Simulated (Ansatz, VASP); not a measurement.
One calculation of GaN, two programs

```xyz
2
Lattice="0.0000 2.1352 2.1352 2.1352 0.0000 2.1352 2.1352 2.1352 0.0000" Properties=species:S:1:pos:R:3 pbc="T T T"
Ga    0.0000    0.0000    0.0000
N     2.1352    2.1352    2.1352
```

Alike in both runs: task single point; functional LDA; k mesh 8 × 8 × 8; occupations gaussian, width 0.1 eV; no spin polarisation.

```csv
,VASP,Ansatz
version,VASP 6.6.1,Ansatz 0.2.0
potentials or method,"VASP PAW LDA potentials, release 64 (Ga_d, N_h), cutoff 1330 eV","scalar-relativistic, plane waves, PAW"
valence electrons in the cell,18,18
```

```csv
,VASP,Ansatz,Ansatz less VASP
gap on the k mesh at the Fermi level (eV),0.24,0.22,-0.018
least direct gap on the mesh (eV),2.45,2.42,-0.025
pressure (GPa),-12.7,-13.6,-0.91
```

Ansatz warns that its potentials were made for another functional, while VASP's fit it. LDA's correlation is that of Perdew and Zunger in VASP and of Perdew and Wang (1992) in Ansatz.
